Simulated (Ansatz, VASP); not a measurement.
One calculation of Ge5P, two programs

```
Ge P
1.0
     3.20965    0.00000    0.00000
    -1.60483    2.77964    0.00000
     0.00000    0.00000   12.51632
Ge P
5 1
Cartesian
  1.6048 0.9265 10.7096
  0.0000 0.0000 8.4741
  1.6048 0.9265 6.2582
  0.0000 0.0000 4.0423
  1.6048 0.9265 1.8067
  0.0000 0.0000 0.0000
```

Change from the starting cell: species swapped into the Ca5Mg type (P-6m2, No. 187).

Alike in both runs: functional PBE; k mesh 6 × 6 × 1; occupations gaussian, width 0.1 eV; no spin polarisation.

Ansatz relaxed the structure, and its values are those at the end. VASP's run is a single point on that final structure, the one shown.

|  | VASP | Ansatz |
| --- | --- | --- |
| version | VASP 6.6.1 | Ansatz 0.2.0 |
| potentials or method | VASP PAW PBE potentials, release 64 (Ge_d, P), cutoff 520 eV | scalar-relativistic, plane waves, PAW |
| valence electrons in the cell | 75 | 75 |

```tsv
	VASP	Ansatz	Ansatz less VASP
gap on the k mesh at the Fermi level (eV)	none	none	-
pressure (GPa)	0.0	0.0	+0.03
rms of the force components (eV/Å)	0.007	0.006	-0.0006
```

A gap of «none» marks a metal or a gap that the smearing closes. The functional is the same, so the differences come from potentials, cutoffs and numerics.

The k mesh is coarse, so the values compare programs but aren't converged.
